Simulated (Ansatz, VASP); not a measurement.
Two plane-wave programs on Sc2GaN3

```xyz
6
Lattice="0.0000 3.0183 4.2457 3.0181 0.0000 4.2457 3.0181 3.0183 0.0000" Properties=species:S:1:pos:R:3 pbc="T T T"
Sc    1.5090    1.5092    2.1228
Sc    4.5271    4.5275    6.3685
Ga    0.0000    0.0000    0.0000
N     1.5090    1.5092    4.2457
N     1.5090    1.5092    0.0000
N     3.0181    3.0183    4.2457
```

Alike in both runs: functional PBE; k mesh 3 × 3 × 3; occupations gaussian, width 0.15 eV; no spin polarisation.

Ansatz relaxed the structure, and its values are those at the end. VASP's run is a single point on that final structure, the one shown.

|  | VASP | Ansatz |
| --- | --- | --- |
| version | VASP 6.6.1 | Ansatz 0.2.0 |
| potentials or method | VASP PAW PBE potentials, release 64 (Sc_sv, Ga_d, N), cutoff 600 eV | scalar-relativistic, plane waves, PAW |
| valence electrons in the cell | 50 | 50 |

Ansatz gave:

```
gap on the k mesh at the Fermi level (eV) : none
pressure (GPa)                            : -0.1
```

Q: What did VASP give for the same quantities?

A: gap on the k mesh at the Fermi level (eV): none; pressure (GPa): 0.3.

A gap of «none» marks a metal or a gap that the smearing closes. The functional is the same, so the differences come from potentials, cutoffs and numerics.

The k mesh is coarse, so the values compare programs but aren't converged.
